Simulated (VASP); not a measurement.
Here is a VASP 6.6.1 calculation.

File INCAR:

```
PREC = Accurate
ENCUT = 520
EDIFF = 1E-6
ISMEAR = -1
SIGMA = 0.05
LREAL = F
LASPH = T
NELM = 60
ALGO = Normal
ISIF = 2
LWAVE = F
LCHARG = F
GGA = RP
IVDW = 12
NBANDS = 18
```

File KPOINTS:

```
regular mesh
0
Gamma
  8 8 5
```

File POSCAR:

```
PtSe2
1.0
    3.6479786689      0.0000000000      0.0000000000
   -1.8239893344      3.1592421997      0.0000000000
    0.0000000000      0.0000000000      4.9586648823
Pt Se
1 2
Direct
    0.0000000000      0.0000000000      0.0000000000
    0.6666666667      0.3333333333      0.7500000000
    0.3333333333      0.6666666667      0.2500000000
```

Potentials or basis: VASP PAW PBE potentials, release 64 (Pt, Se).

The run is started by

```bash
$ cat potpaw_PBE.64/Pt/POTCAR potpaw_PBE.64/Se/POTCAR > POTCAR
$ mpirun -np 1 vasp_std > vasp.out
```

Question: Estimate the band gap on the k mesh.

Answer: Zero (band 11 reaches 7.94 eV, above the bottom of band 12 at 7.67 eV).

Question: Predict the dispersion energy per atom.

Answer: -2.262 eV.

Question: What does it give for the largest force?

Answer: 1.243 eV/Å.

Stress tensor (GPa, compression positive):
```
-1.21  0.00  0.00
 0.00 -1.21  0.00
 0.00  0.00 -4.21
```

Caveat: the PAW data sets were made with another functional, which shifts forces and pressure a little; spin-orbit coupling is left out, which moves the levels of the heavy elements; pairwise dispersion overbinds metals, which lowers pressure and volume.
